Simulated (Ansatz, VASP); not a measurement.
# Al: VASP beside Ansatz

```xyz
1
Lattice="0.0000 1.9919 1.9919 1.9919 0.0000 1.9919 1.9919 1.9919 0.0000" Properties=species:S:1:pos:R:3 pbc="T T T"
Al    0.0000    0.0000    0.0000
```

Alike in both runs: functional PBEsol; dispersion D4; k mesh 18 × 18 × 18; occupations gaussian, width 0.1 eV; no spin polarisation.

Ansatz relaxed the structure, and its values are those at the end. VASP's run is a single point on that final structure, the one shown.

```csv
,VASP,Ansatz
version,VASP 6.6.1,Ansatz 0.2.0
potentials or method,"VASP PAW PBE potentials, release 64 (Al), cutoff 500 eV","scalar-relativistic, plane waves, PAW"
valence electrons in the cell,3,3
```

|  | VASP | Ansatz | Ansatz less VASP |
| --- | --- | --- | --- |
| gap on the k mesh at the Fermi level (eV) | none | none | - |
| pressure (GPa) | 0.1 | 0.0 | -0.07 |

VASP's potentials were made for PBE, not for PBEsol. A gap of «none» marks a metal or a gap that the smearing closes.
